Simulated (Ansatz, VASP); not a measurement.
**AlN: VASP beside Ansatz**

Contents of POSCAR:

```
AlN
1.0
    0.0000000000      1.9929855707      1.9929855707
    1.9929855707      0.0000000000      1.9929855707
    1.9929855707      1.9929855707      0.0000000000
Al N
1 1
Direct
    0.5000000000      0.5000000000      0.5000000000
    0.0000000000      0.0000000000      0.0000000000
```

The input INCAR.step1:

```
ALGO = Normal
EDIFF = 1E-5
ENCUT = 520
GGA = PE
ISIF = 2
ISMEAR = -1
LASPH = True
LCHARG = False
LREAL = False
LWAVE = True
NBANDS = 11
NELM = 80
PREC = Accurate
SIGMA = 0.05
```

INCAR.step2

```
AEXX = 0.25
ALGO = Normal
EDIFF = 1E-7
ENCUT = 520
GGA = PE
ISIF = 2
ISMEAR = -1
ISTART = 1
LASPH = True
LCHARG = False
LHFCALC = True
LREAL = False
LWAVE = False
NBANDS = 11
NELM = 80
PREC = Accurate
PRECFOCK = Normal
SIGMA = 0.05
```

The input KPOINTS:

```
k-points
0
Gamma
  6 6 6
```

File input.yaml:

```yaml
crystal:
  lattice:
    - [0.0, 1.9929855707, 1.9929855707]
    - [1.9929855707, 0.0, 1.9929855707]
    - [1.9929855707, 1.9929855707, 0.0]
  atoms:
    - { symbol: Al, position: [0.5, 0.5, 0.5] }
    - { symbol: "N", position: [0.0, 0.0, 0.0] }
hamiltonian:
  xc: pbe0
  pseudopotentials: { kind: paw }
kpoints:
  mp_grid: { grid: [6, 6, 6] }
scf:
  occupations: { method: fermi_dirac, width: 0.05 }
output:
  forces: true
  stress: true
  eigenvalues: true
  write_density: true
  write_potential: true
  elf: true
  volumetric_format: npy
```

Alike in both runs: task single point; functional PBE0; k mesh 6 × 6 × 6; occupations fermi-dirac, width 0.05 eV; no spin polarisation.

```csv
,VASP,Ansatz
version,VASP 6.6.1,Ansatz 0.2.0
potentials or method,"VASP PAW PBE potentials, release 64 (Al, N)",Ansatz PAW
plane-wave cutoff (eV),520,420
valence electrons in the cell,8,8
```

Ansatz gave:

| Item | Value |
| --- | --- |
| gap on the k mesh at the Fermi level (eV) | 7.22 |
| least direct gap on the mesh (eV) | 8.64 |
| pressure (GPa) | 9.9 |

Question: Which values does VASP return?

Answer: gap on the k mesh at the Fermi level (eV): 7.21; least direct gap on the mesh (eV): 8.66; pressure (GPa): 10.1.

The k mesh is coarse, so the values compare programs but aren't converged.
